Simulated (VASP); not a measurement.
Ba, 1 atom in the cell. The structure is cubic, space group Im-3m (No. 229). Conventional cell: a = 5.013 Å, b = 5.013 Å, c = 5.013 Å, α = 90.00°, β = 90.00°, γ = 90.00°. Ba (site symmetry m-3m) has 14 Ba at 4.34 to 5.01 Å within 5.7 Å. 

| Item | Value |
| --- | --- |
| Program | VASP 6.6.1 |
| Task | single point |
| Functional | PBEsol |
| Potentials or basis | VASP PAW PBE potentials, release 64 (Ba_sv) |
| Cutoff | 520 eV |
| k mesh | 8 × 8 × 8 |
| Occupations | gaussian, width 0.05 eV |
| Spin | no spin polarisation |
| Dipole correction | no |
| Further INCAR settings | ALGO = Normal; EDIFF = 1e-06; NBANDS = 11 |

Potentials or basis: VASP PAW PBE potentials, release 64 (Ba_sv).

Command:

```console
$ cat potpaw_PBE.64/Ba_sv/POTCAR > POTCAR
$ mpirun -np 1 vasp_std > vasp.out
```

Hardware: 1 thread of Intel Xeon 8259CL, on a shared host.

Q: How long does it take, and how much memory?

A: Run time: 16 s on 1 thread of Intel Xeon 8259CL (shared host), peak memory 0.18 GiB. Counts: scf iterations 10, k points 29.
